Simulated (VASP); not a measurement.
Crystal: CsBa3.

```
CELL_PARAMETERS angstrom
0.00000 5.22128 5.22128
5.22128 0.00000 5.22128
5.22128 5.22128 0.00000
ATOMIC_POSITIONS crystal
Cs 0.00000 0.00000 0.00000
Ba 0.25000 0.25000 0.25000
Ba 0.75000 0.75000 0.75000
Ba 0.50000 0.50000 0.50000
```

Base run:

| Item | Value |
| --- | --- |
| Program | VASP 6.6.1 |
| Functional | BLYP |
| Potentials or basis | VASP PAW PBE potentials, release 64 (Cs_sv, Ba_sv) |
| Cutoff | 520 eV |
| k mesh | 4 × 4 × 4 |
| Occupations | fermi-dirac, width 0.15 eV |
| Spin | no spin polarisation |

Its results: pressure 0.5 GPa.

The run is repeated on the same cell with these changes: functional from BLYP to PBEsol. What comes out?

Pressure -0.4 GPa.

PBEsol binds more tightly than BLYP, so the same cell stands under less pressure.

Caveats: the PAW data sets were made with another functional, which shifts forces and pressure a little.
